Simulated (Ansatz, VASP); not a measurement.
## Al2Au in VASP and in Ansatz

```
Al Au
1.0
     0.00000    2.96470    2.96470
     2.96470    0.00000    2.96470
     2.96470    2.96470    0.00000
Al Au
2 1
Cartesian
  1.4824 1.4824 1.4824
  4.4471 4.4471 4.4471
  0.0000 0.0000 0.0000
```

Alike in both runs: functional r2SCAN; k mesh 10 × 10 × 10; occupations fermi-dirac, width 0.1 eV; no spin polarisation.

Ansatz relaxed the structure, and its values are those at the end. VASP's run is a single point on that final structure, the one shown.

|  | VASP | Ansatz |
| --- | --- | --- |
| version | VASP 6.6.1 | Ansatz 0.2.0 |
| potentials or method | VASP PAW PBE potentials, release 64 (Al, Au), cutoff 520 eV | PAW plane waves |
| valence electrons in the cell | 17 | 25 |

|  | VASP | Ansatz | Ansatz less VASP |
| --- | --- | --- | --- |
| pressure (GPa) | 5.0 | 5.3 | +0.34 |

VASP's potentials were made for PBE, not for r2SCAN. With one functional, cell and mesh, what is left measures potentials, basis and numerics. VASP's potentials hold 17 valence electrons a cell and Ansatz's 25, so a difference there can come from the potentials and not from the codes. Ansatz's warnings: stress scf threshold loose.

Spin-orbit coupling is off throughout.
